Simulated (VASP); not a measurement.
Input of a VASP 6.6.1 run:

File POSCAR:

```
AlFe
1.0
    2.7913299312      0.0000000000      0.0000000000
    0.0000000000      2.7913299312      0.0000000000
    0.0000000000      0.0000000000      2.7913299312
Fe Al
1 1
Direct
    0.0000000000      0.0000000000      0.0000000000
    0.5000000000      0.5000000000      0.5000000000
```

INCAR.step1

```
SYSTEM = AlFe
PREC = Accurate
ENCUT = 520
EDIFF = 1E-5
ISMEAR = -1
SIGMA = 0.1
LREAL = .False.
LASPH = .True.
NELM = 100
ALGO = Normal
ISIF = 2
LWAVE = .True.
GGA = PE
NBANDS = 12
```

Contents of INCAR.step2:

```
SYSTEM = AlFe
PREC = Accurate
ENCUT = 520
EDIFF = 1E-6
ISMEAR = -1
SIGMA = 0.1
LREAL = .False.
LASPH = .True.
NELM = 100
ALGO = Normal
ISIF = 2
LWAVE = .False.
LCHARG = .True.
GGA = PE
LHFCALC = .True.
HFSCREEN = 0.2079
PRECFOCK = Normal
LELF = .True.
LVHAR = .True.
ISTART = 1
NBANDS = 12
```

The input KPOINTS:

```
Automatic mesh
0
Gamma
  4 4 4
  0 0 0
```

Potentials or basis: VASP PAW PBE potentials, release 64 (Fe, Al).

Launch:

```sh
$ cat potpaw_PBE.64/Fe/POTCAR potpaw_PBE.64/Al/POTCAR > POTCAR
$ cp INCAR.step1 INCAR
$ mpirun -np 1 vasp_std > vasp.out
$ cp INCAR.step2 INCAR
$ mpirun -np 1 vasp_std > vasp.out
```

Problem. Predict the pressure.

Solution. 6.2 GPa.

Problem. Predict the band gap on the k mesh.

Solution. Zero (an odd number of electrons rules out a gap without spin polarisation).

Caveat: the k points lie up to 0.56 Å⁻¹ apart, too coarse for converged energies and pressures of a metal; the PAW data sets were made with another functional, which shifts forces and pressure a little; the run has no spin polarisation, though such a crystal can be magnetic. Spin polarisation is off, so any magnetic state and its effect on volume and gap are missing.
